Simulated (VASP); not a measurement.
# Si3Ni (I4/mmm) in VASP: a series of runs

The runs below take Si3Ni through single point, with PBE.

Program: VASP 6.6.1. These are calculated values, not measurements. Logs are shortened: lines on timing, memory, paths and dates and some standing lists are left out, and cuts for length are marked.

## (1) The cell of the first run

It takes space group I4/mmm (No. 139, tetragonal). The conventional cell has a = 3.657 Å, b = 3.657 Å, c = 8.169 Å, α = 90.00°, β = 90.00°, γ = 90.00°. Si (site symmetry 4/mmm) has 4 Ni at 2.59 Å and 8 Si at 2.74 Å within 3.4 Å. Within 3.4 Å of Si (site symmetry -4m2) lie 8 Si at 2.59 to 2.74 Å and 4 Ni at 2.74 Å. Within 3.4 Å of Ni (site symmetry 4/mmm) lie 12 Si at 2.59 to 2.74 Å.

## (2) Single point, PBE, collinear spin, ferromagnetic start

INCAR reads:

```
PREC = Accurate ; ENCUT = 520
EDIFF = 1E-6 ; ISMEAR = 0
SIGMA = 0.1 ; LREAL = F
LASPH = T ; NELM = 150
ALGO = Normal ; ISIF = 2
LWAVE = F ; LCHARG = F
ISPIN = 2 ; MAGMOM = 0 0 0 2
LORBIT = 11 ; LMAXMIX = 4
GGA = PE ; NBANDS = 23
```

KPOINTS reads:

```
Automatic mesh
0
Gamma
  8 8 8
```

POSCAR reads:

```
Si3Ni
1.0
   -1.8285517492      1.8285517492      4.0845571542
    1.8285517492     -1.8285517492      4.0845571542
    1.8285517492      1.8285517492     -4.0845571542
Si Ni
3 1
Direct
    0.5000000000      0.5000000000      0.0000000000
    0.2500000000      0.7500000000      0.5000000000
    0.7500000000      0.2500000000      0.5000000000
    0.0000000000      0.0000000000      0.0000000000
```

Potentials or basis: VASP PAW PBE potentials, release 64 (Si, Ni).

Launch:

```bash
$ cat potpaw_PBE.64/Si/POTCAR potpaw_PBE.64/Ni/POTCAR > POTCAR
$ mpirun -np 1 vasp_std > vasp.out
```

OUTCAR:

```text
PREC = Accurate
   ENCUT = 520
   EDIFF = 1E-6
   ISMEAR = 0
   LREAL = F
   LASPH = T
   NELM = 150
   ISIF = 2
   ISPIN = 2
   LORBIT = 11
   GGA = PE

 ion  position               nearest neighbor table
   1  0.500  0.500  0.000-   4 2.59   4 2.59   4 2.59   4 2.59   3 2.74   2 2.74   3 2.74   2 2.74
                             2 2.74   2 2.74   3 2.74   3 2.74
   2  0.250  0.750  0.500-   3 2.59   3 2.59   3 2.59   3 2.59   4 2.74   1 2.74   4 2.74   1 2.74
                             4 2.74   4 2.74   1 2.74   1 2.74
   3  0.750  0.250  0.500-   2 2.59   2 2.59   2 2.59   2 2.59   4 2.74   1 2.74   4 2.74   1 2.74
                             1 2.74   1 2.74   4 2.74   4 2.74
   4  0.000  0.000  0.000-   1 2.59   1 2.59   1 2.59   1 2.59   3 2.74   2 2.74   3 2.74   2 2.74
                             3 2.74   3 2.74   2 2.74   2 2.74

  LATTYP: Found a body centered tetragonal cell.
 ALAT       =     3.6571034984
 C/A-ratio  =     2.2337662338

  Lattice vectors:

 A1 = (  -1.8285517492,   1.8285517492,   4.0845571542)
 A2 = (   1.8285517492,  -1.8285517492,   4.0845571542)
 A3 = (   1.8285517492,   1.8285517492,  -4.0845571542)

Analysis of symmetry for initial positions (statically):
=====================================================================
 Subroutine PRICEL returns:
 Original cell was already a primitive cell.

 Routine SETGRP: Setting up the symmetry group for a
 body centered tetragonal supercell.

 Subroutine GETGRP returns: Found 16 space group operations
 (whereof 16 operations were pure point group operations)
 out of a pool of 16 trial point group operations.

The static configuration has the point symmetry D_4h.

Analysis of symmetry for dynamics (positions and initial velocities):
=====================================================================
 Subroutine PRICEL returns:
 Original cell was already a primitive cell.

 Routine SETGRP: Setting up the symmetry group for a
 body centered tetragonal supercell.

 Subroutine GETGRP returns: Found 16 space group operations
 (whereof 16 operations were pure point group operations)
 out of a pool of 16 trial point group operations.

The dynamic configuration has the point symmetry D_4h.

Analysis of structural, dynamic, and magnetic symmetry:
=====================================================================
 Subroutine PRICEL returns:
 Original cell was already a primitive cell.

 Routine SETGRP: Setting up the symmetry group for a
 body centered tetragonal supercell.

 Subroutine GETGRP returns: Found 16 space group operations
 (whereof 16 operations were pure point group operations)
 out of a pool of 16 trial point group operations.

The overall configuration has the point symmetry D_4h.

 Subroutine INISYM returns: Found 16 space group operations
 (whereof 16 operations are pure point group operations),
 and found     1 'primitive' translations

----------------------------------------------------------------------------------------

                                     Primitive cell

  volume of cell :      54.6285

  direct lattice vectors                    reciprocal lattice vectors
    -1.828551749  1.828551749  4.084557154     0.000000000  0.273440443  0.122412291
     1.828551749 -1.828551749  4.084557154     0.273440443  0.000000000  0.122412291
     1.828551749  1.828551749 -4.084557154     0.273440443  0.273440443  0.000000000

  length of vectors
     4.834336578  4.834336578  4.834336578     0.299590462  0.299590462  0.386703183

  position of ions in fractional coordinates (direct lattice)
     0.500000000  0.500000000  0.000000000
     0.250000000  0.750000000  0.500000000
     0.750000000  0.250000000  0.500000000
     0.000000000  0.000000000  0.000000000

  ion indices of the primitive-cell ions
   primitive index   ion index
                 1           1
                 2           2
                 3           3
                 4           4

----------------------------------------------------------------------------------------

 KPOINTS: Automatic mesh

Automatic generation of k-mesh.
 Grid dimensions read from file:
 generate k-points for:    8    8    8

 Generating k-lattice:

  Cartesian coordinates                     Fractional coordinates (reciprocal lattice)
     0.000000000  0.034180055  0.015301536     0.125000000  0.000000000  0.000000000
     0.034180055  0.000000000  0.015301536     0.000000000  0.125000000  0.000000000
     0.034180055  0.034180055  0.000000000     0.000000000  0.000000000  0.125000000

  Length of vectors
     0.037448808  0.037448808  0.048337898

  Shift w.r.t. Gamma in fractional coordinates (k-lattice)
     0.000000000  0.000000000  0.000000000

 Subroutine IBZKPT returns following result:
 ===========================================

 Found     59 irreducible k-points:

 Following reciprocal coordinates:
            Coordinates               Weight
  0.000000  0.000000  0.000000      1.000000
  0.125000  0.000000 -0.000000      8.000000
  0.250000  0.000000 -0.000000      8.000000
  0.375000  0.000000 -0.000000      8.000000
  0.500000  0.000000 -0.000000      4.000000
  0.125000  0.125000 -0.000000      8.000000
[... 16 lines left out ...]
  0.250000  0.125000  0.125000     16.000000
  0.375000  0.125000  0.125000      8.000000
 [... further k-points ...]
   k-points           NKPTS =     59   k-points in BZ     NKDIM =     59   number of bands    NBANDS=     23
   number of dos      NEDOS =    301   number of ions     NIONS =      4
   total plane-waves  NPLWV =  46656
   dimension x,y,z NGX =    36 NGY =   36 NGZ =   36
   dimension x,y,z NGXF=    72 NGYF=   72 NGZF=   72
   ions per type =               3   1
   NGX,Y,Z   is equivalent  to a cutoff of  12.38, 12.38, 12.38 a.u.
   NGXF,Y,Z  is equivalent  to a cutoff of  24.76, 24.76, 24.76 a.u.
 SYSTEM =  unknown system
   PREC   = accura    normal or accurate (medium, high low for compatibility)
   ISTART =      0    job   : 0-new  1-cont  2-samecut
   ICHARG =      2    charge: 1-file 2-atom 10-const
   ISPIN  =      2    spin polarized calculation?
   LNONCOLLINEAR =      F non collinear calculations
   LSORBIT =      F    spin-orbit coupling
   LASPH  =      T    aspherical Exc in radial PAW
   ENCUT  =  520.0 eV  38.22 Ry    6.18 a.u.   8.99  8.99  8.99*2*pi/ulx,y,z
   NELM   =    150;   NELMIN=  2; NELMDL= -5     # of ELM steps
   EDIFF  = 0.1E-05   stopping-criterion for ELM
   LREAL  =      F    real-space projection
   EDIFFG = 0.1E-04   stopping-criterion for IOM
   NSW    =      0    number of steps for IOM
   IBRION =     -1    ionic relax: 0-MD 1-quasi-New 2-CG
   NFREE  =      0    steps in history (QN), initial steepest desc. (CG)
   ISIF   =      2    stress and relaxation
   ISYM   =      2    0-nonsym 1-usesym 2-fastsym
   POTIM  = 0.5000    time-step for ionic-motion
   TEBEG  =    0.0;   TEEND  =   0.0 temperature during run
   PSTRESS=    0.0 pullay stress
   NELECT =      22.0000    total number of electrons
   NUPDOWN=      -1.0000    fix difference up-down
   EMIN   =  10.00;   EMAX   =-10.00  energy-range for DOS
   EFERMI =   0.00;   METHOD = LEGACY
   ISMEAR =     0;   SIGMA  =   0.10  broadening in eV -4-tet -1-fermi 0-gaus
   EFERMI_NEDOS =   21; number of points for ismear=-14 and -15
   IALGO  =     38    algorithm
   IMIX   =      4    mixing-type and parameters
     AMIX     =   0.40;   BMIX     =  1.00
     AMIX_MAG =   1.60;   BMIX_MAG =  1.00
  volume/ion in A,a.u.               =      13.66        92.16
  Fermi-wavevector in a.u.,A,eV,Ry     =   1.208952  2.284589 19.885814  1.461566
  Thomas-Fermi vector in A             =   2.344545
   LORBIT       =     11    0 simple, 1 ext, 2 COOP (PROOUT), +10 PAW based schemes
   GGA     = PE    functional components
   LHFCALC =     F    Hartree Fock is set to
   AEXX    =    0.0000 exact exchange contribution
   IVDW    =     0    specifies the selected vdW correction
   LEPSILON=     F    determine dielectric tensor
   LRPA    =     F    only Hartree local field effects (RPA)
 spin polarized calculation
 Gauss-broadening in eV      SIGMA  =   0.10
  energy-cutoff  :      520.00
  volume of cell :       54.63
 maximum number of plane-waves:      1508
   NGX = 17   NGY = 17   NGZ = 17

 number of electron      22.0000008 magnetization      -0.0396786

 number of electron      22.0000008 magnetization       0.0000673

 Free energy of the ion-electron system (eV)
  ---------------------------------------------------
  ext. energy  EPLUGINS =         0.00000000
  ---------------------------------------------------
  free energy    TOTEN  =       -20.65363254 eV

  energy without entropy =      -20.64356975  energy(sigma->0) =      -20.64860114

 E-fermi :  10.0528     XC(G=0): -11.5652

 val. band max:       10.0168629129   @ k =   0.3750   0.3750  -0.0000
 cond. band min:      10.0581729127   @ k =  -0.3750   0.3750   0.2500
 fundamental gap:      0.0413099998
 Fermi energy:        10.0528172108

 spin component 1

 k-point     1 :       0.0000    0.0000    0.0000
  band No.  band energies     occupation
      1      -3.8003      1.00000
      2       4.3792      1.00000
      3       4.5969      1.00000
      4       6.3676      1.00000
      5       6.3676      1.00000
      6       6.7996      1.00000
[... 15 lines left out ...]
     22      23.1921      0.00000
     23      23.1998      0.00000

 k-point     2 :       0.1250    0.0000   -0.0000
  band No.  band energies     occupation
      1      -3.5999      1.00000
      2       3.6734      1.00000
      3       5.1377      1.00000
      4       5.5938      1.00000
      5       6.4707      1.00000
      6       6.5490      1.00000
[... 15 lines left out ...]
     22      22.3431      0.00000
     23      22.9122      0.00000
[... 544 lines left out ...]
     22      21.6077      0.00000
     23      23.0011      0.00000

 k-point    24 :       0.3750    0.1250    0.1250
  band No.  band energies     occupation
      1      -0.3747      1.00000
      2       0.3292      1.00000
      3       3.6383      1.00000
      4       4.4519      1.00000
      5       5.3087      1.00000
      6       5.8090      1.00000
[... 15 lines left out ...]
     22      21.3568      0.00000
     23      22.0865      0.00000

 [... further k-points ...]

 spin component 2

 k-point     1 :       0.0000    0.0000    0.0000
  band No.  band energies     occupation
      1      -3.8002      1.00000
      2       4.3793      1.00000
      3       4.5970      1.00000
      4       6.3676      1.00000
      5       6.3676      1.00000
      6       6.7995      1.00000
[... 15 lines left out ...]
     22      23.1922      0.00000
     23      23.1924      0.00000

 k-point     2 :       0.1250    0.0000   -0.0000
  band No.  band energies     occupation
      1      -3.5999      1.00000
      2       3.6734      1.00000
      3       5.1377      1.00000
      4       5.5939      1.00000
      5       6.4707      1.00000
      6       6.5489      1.00000
[... 15 lines left out ...]
     22      22.3432      0.00000
     23      22.9123      0.00000
[... 544 lines left out ...]
     22      21.6077      0.00000
     23      23.0011      0.00000

 k-point    24 :       0.3750    0.1250    0.1250
  band No.  band energies     occupation
      1      -0.3746      1.00000
      2       0.3293      1.00000
      3       3.6384      1.00000
      4       4.4519      1.00000
      5       5.3088      1.00000
      6       5.8091      1.00000
[... 15 lines left out ...]
     22      21.3569      0.00000
     23      22.0866      0.00000

 [... further k-points ...]

------------------------ aborting loop because EDIFF is reached ----------------------------------------

  FORCE on cell =-STRESS in cart. coord.  units (eV):
  Direction    XX          YY          ZZ          XY          YZ          ZX
  --------------------------------------------------------------------------------------
  -------------------------------------------------------------------------------------
  Total       -0.8594198     -0.8594198     -2.3766354      0.0000000      0.0000000     -0.0000000
  in kB      -25.2055664    -25.2055664    -69.7033518      0.0000000      0.0000000     -0.0000000
  external PRESSURE =     -40.0381615 kB  Pullay stress =       0.0000000 kB

 VOLUME and BASIS-vectors are now :
 -----------------------------------------------------------------------------
  energy-cutoff  :      520.00
  volume of cell :       54.63
      direct lattice vectors                 reciprocal lattice vectors
    -1.828551749  1.828551749  4.084557154     0.000000000  0.273440443  0.122412291
     1.828551749 -1.828551749  4.084557154     0.273440443  0.000000000  0.122412291
     1.828551749  1.828551749 -4.084557154     0.273440443  0.273440443  0.000000000

 POSITION                                       TOTAL-FORCE (eV/Angst)
 -----------------------------------------------------------------------------------
      0.00000      0.00000      4.08456        -0.000000     -0.000000      0.000000
      1.82855     -0.00000      2.04228         0.000000     -0.000000      0.000000
     -0.00000      1.82855      2.04228        -0.000000      0.000000     -0.000000
      0.00000      0.00000      0.00000        -0.000000     -0.000000      0.000000
 -----------------------------------------------------------------------------------
    total drift:                               -0.000000      0.000000      0.000000

  FREE ENERGIE OF THE ION-ELECTRON SYSTEM (eV)
  ---------------------------------------------------
  free  energy   TOTEN  =       -20.6536325383 eV

  energy  without entropy=      -20.6435697480  energy(sigma->0) =      -20.64860114

 total charge

# of ion       s       p       d       tot
------------------------------------------
    1        0.804   0.737   0.000   1.541
    2        0.818   0.726   0.000   1.543
    3        0.818   0.726   0.000   1.543
    4        0.436   0.378   8.440   9.253
--------------------------------------------------
tot          2.875   2.566   8.440  13.881

 magnetization (x)

# of ion       s       p       d       tot
------------------------------------------
    1        0.000   0.000   0.000   0.000
    2        0.000   0.000   0.000   0.000
    3        0.000   0.000   0.000   0.000
    4        0.000   0.000  -0.000  -0.000
--------------------------------------------------
tot          0.000   0.000  -0.000  -0.000
```

It took 81 s on 1 thread of Intel Xeon 6975P-C (Granite Rapids), shared host; peak memory 0.3 GiB.

What came out:

- Free energy: -20.6536 eV
- Pressure: -4.0 GPa
- Band gap on the k mesh: zero (filled and empty bands overlap)
- Net moment: 0.00 μB per cell
- Valence electrons inside the program's atomic spheres: Si 1.54; Ni 9.25

Stress tensor (GPa, compression positive):
```
-2.52  0.00  0.00
 0.00 -2.52  0.00
 0.00  0.00 -6.97
```

Caveat: the cell stands under tension; the moments typed at the start vanished in this run.

## (3) Single point, PBE

This run uses another cell than the first one, of 12.96 Å³/atom.

INCAR reads:

```
SYSTEM = Si3Ni
  PREC = Accurate
  ENCUT = 520
  EDIFF = 1E-6
  ISMEAR = 0
  SIGMA = 0.1
  LREAL = .FALSE.
  LASPH = .TRUE.
  NELM = 80
  ALGO = Normal
  ISIF = 2
  LWAVE = .FALSE.
  LCHARG = .FALSE.
  GGA = PE
  NBANDS = 19
```

KPOINTS reads:

```
regular mesh
0
G
  18 18 18
  0 0 0
```

POSCAR reads:

```
Si3Ni
1.0
   -1.9180244868      1.9180244868      3.5231813788
    1.9180244868     -1.9180244868      3.5231813788
    1.9180244868      1.9180244868     -3.5231813788
Si Ni
3 1
Direct
    0.5000000000      0.5000000000      0.0000000000
    0.2500000000      0.7500000000      0.5000000000
    0.7500000000      0.2500000000      0.5000000000
    0.0000000000      0.0000000000      0.0000000000
```

Potentials or basis: VASP PAW PBE potentials, release 64 (Si, Ni).

Launch:

```bash
$ cat potpaw_PBE.64/Si/POTCAR potpaw_PBE.64/Ni/POTCAR > POTCAR
$ mpirun -np 1 vasp_std > vasp.out
```

Wall time 3.5 min (1 thread of Intel Xeon 6975P-C (Granite Rapids), shared host); peak memory 0.54 GiB.

It converged, with:

```
Free energy            : -20.9413 eV
Pressure               : 0.0 GPa
Band gap on the k mesh : zero (bands 11 and 12 overlap by 2.49 eV)
```

Stress tensor (GPa, compression positive):
```
-0.01  0.00  0.00
 0.00 -0.01  0.00
 0.00  0.00  0.09
```

Levels at points of the mesh, in eV from the Fermi level:
| k point | band 9 | band 10 | band 11 | band 12 | band 13 | band 14 |
| --- | --- | --- | --- | --- | --- | --- |
| (0.00, 0.00, 0.00) | -1.64 | -1.64 | -0.12 | -0.11 | -0.11 | 0.00 |
| (0.50, 0.00, 0.00) | -1.49 | -1.08 | -1.04 | 0.04 | 1.39 | 3.95 |
| (0.50, 0.50, 0.00) | -2.00 | -1.25 | -0.97 | 1.91 | 2.13 | 2.74 |
| (0.50, 0.50, 0.50) | -2.21 | -0.87 | -0.42 | 4.20 | 5.00 | 5.00 |

The gap in the log of VASP goes by the Fermi energy; the results here count the filled bands.